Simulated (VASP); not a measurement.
Wanted: the native input for a VASP 6.6.1 run.

```
Task                   : single point
Functional             : PBE
Dispersion             : D3(BJ)
Potentials or basis    : VASP PAW PBE potentials, release 64 (W_sv, Br, Cl)
Cutoff                 : 520 eV
k mesh                 : 4 × 4 × 4
Occupations            : gaussian, width 0.1 eV
Spin                   : no spin polarisation
Dipole correction      : no
Further INCAR settings : ALGO = Normal; EDIFF = 1e-06; NBANDS = 29
```

The structure of WBr2Cl2 lies in POSCAR:

```
WBr2Cl2
1.0
    2.3680155121     -7.6926813661      0.0000000000
    2.3680155121      7.6926813661      0.0000000000
    0.0000000000      0.0000000000      4.7430291993
W Br Cl
1 2 2
Direct
    0.0000000000      0.0000000000      0.0000000000
    0.1605027674      0.8394972326      0.0000000000
    0.8394972326      0.1605027674      0.0000000000
    0.0000000000      0.0000000000      0.5000000000
    0.5000000000      0.5000000000      0.0000000000
```

The input as run:

INCAR

```
SYSTEM = WBr2Cl2
PREC = Accurate
ENCUT = 520
EDIFF = 1E-6
ISMEAR = 0
SIGMA = 0.1
LREAL = .FALSE.
LASPH = .TRUE.
NELM = 100
ALGO = Normal
ISIF = 2
LWAVE = .FALSE.
LCHARG = .FALSE.
GGA = PE
IVDW = 12
NBANDS = 29
```

KPOINTS

```
Automatic mesh
0
G
  4 4 4
  0 0 0
```

Potentials or basis: VASP PAW PBE potentials, release 64 (W_sv, Br, Cl).

The run is started by

```bash
$ cat potpaw_PBE.64/W_sv/POTCAR potpaw_PBE.64/Br/POTCAR potpaw_PBE.64/Cl/POTCAR > POTCAR
$ mpirun -np 1 vasp_std > vasp.out
```

It gave:

```json
{
 "Pressure": "0.1 GPa",
 "Largest force": "0.050 eV/Å",
 "Band gap on the k mesh": "zero (band 21 reaches 1.68 eV, above the bottom of band 22 at 0.60 eV)",
 "Dispersion energy per atom": "-0.205 eV"
}
```

Caveat: spin-orbit coupling is left out, which moves the levels of the heavy elements; pairwise dispersion overbinds metals, which lowers pressure and volume.

Wall time 87 s on 1 thread of AMD EPYC 9R45 96-Core Processor (Zen 5), with other jobs on the host, peak memory 0.36 GiB.
